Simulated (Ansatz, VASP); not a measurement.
## P in VASP and in Ansatz

```xyz
8
Lattice="-3.2837 0.0000 0.0000 0.0000 -34.8570 4.6321 0.0000 0.7904 15.2119" Properties=species:S:1:pos:R:3 pbc="T T T"
P     0.0000   -1.0366    5.0589
P     0.0000   -1.0366    0.4268
P     0.0000  -33.8204   13.4694
P     0.0000  -33.8204    8.8373
P    -1.6419  -33.8204   12.0071
P    -1.6419  -33.8204    7.3750
P    -1.6419   -1.0366    6.5213
P    -1.6419   -1.0366    1.8892
```

Alike in both runs: task single point; functional PBEsol; k mesh 8 × 1 × 3; occupations gaussian, width 0.05 eV; no spin polarisation.

|  | VASP | Ansatz |
| --- | --- | --- |
| version | VASP 6.6.1 | Ansatz 0.2.0 |
| potentials or method | VASP PAW PBE potentials, release 64 (P), cutoff 520 eV | scalar-relativistic, plane waves, PAW |
| valence electrons in the cell | 40 | 40 |

Ansatz gave:

| Property | Result |
| --- | --- |
| gap on the k mesh at the Fermi level (eV) | none |
| rms of the force components (eV/Å) | 0.433 |

Question: Which values does VASP return?

Answer: gap on the k mesh at the Fermi level (eV): none; rms of the force components (eV/Å): 0.440.

VASP's potentials were made for PBE, not for PBEsol. Atom by atom the forces differ by 0.012 eV/Å (rms over components). A gap of «none» marks a metal or a gap that the smearing closes. The functional is the same, so the differences come from potentials, cutoffs and numerics. Ansatz's warnings: xc potential rough in thin density.
